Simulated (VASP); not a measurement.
Here is a VASP 6.6.1 calculation.

File INCAR:

```
SYSTEM = Pt12C
PREC = Accurate
ENCUT = 520
EDIFF = 1E-6
ISMEAR = 0
SIGMA = 0.1
LREAL = .False.
LASPH = .True.
NELM = 120
ALGO = Normal
ISIF = 2
LWAVE = .False.
LCHARG = .True.
LDIPOL = .True.
IDIPOL = 3
DIPOL = 0.5 0.5 0.319
GGA = PE
LELF = .True.
LVHAR = .True.
LVACPOTAV = .True.
NBANDS = 74
GGA_COMPAT = .False.
NELMDL = -8
```

The input KPOINTS:

```
regular mesh
0
Gamma
  5 5 1
  0 0 0
```

The input POSCAR:

```
Pt12C
1.0
    5.6143281343      0.0000000000      0.0000000000
    0.0000000000      5.6143281343      0.0000000000
    0.0000000000      0.0000000000     19.3513792319
Pt C
12 1
Direct
    0.2500000000      0.2500000000      0.2067036128
    0.2500000000      0.7500000000      0.2067036128
    0.7500000000      0.2500000000      0.2067036128
    0.7500000000      0.7500000000      0.2067036128
    0.0000000000      0.0000000000      0.3062504947
    0.0000000000      0.5000000000      0.3062504947
    0.5000000000      0.0000000000      0.3062504947
    0.5000000000      0.5000000000      0.3062504947
    0.2500000000      0.2500000000      0.4057271132
    0.2500000000      0.7500000000      0.4057271132
    0.7500000000      0.2500000000      0.4057271132
    0.7500000000      0.7500000000      0.4057271132
    0.3333333333      0.4166666667      0.4786156032
```

Potentials or basis: VASP PAW PBE potentials, release 64 (Pt, C).

The run is started by

```sh
$ cat potpaw_PBE.64/Pt/POTCAR potpaw_PBE.64/C/POTCAR > POTCAR
$ mpirun -np 1 vasp_std > vasp.out
```

Task: Predict the largest force.

Result: 1.856 eV/Å.

Task: What does it give for the band gap on the k mesh?

Result: Zero (bands 62 and 63 overlap by 0.38 eV).

Forces in eV/Å, atoms in the order of the input:
```
Pt   0.008  0.004  0.066
Pt  -0.014  0.057  0.032
Pt   0.009 -0.026 -0.036
Pt  -0.074 -0.139 -0.391
Pt  -0.038 -0.019 -0.150
Pt  -0.234  0.034 -0.426
Pt  -0.017 -0.065 -0.209
Pt   0.254  0.117 -0.600
Pt  -0.596 -1.431  0.129
Pt   0.220 -0.249  1.221
Pt   0.145 -0.012  0.097
Pt   0.006 -0.083  0.054
C    0.330  1.813  0.214
```

Caveat: spin-orbit coupling is left out, which moves the levels of the heavy elements.
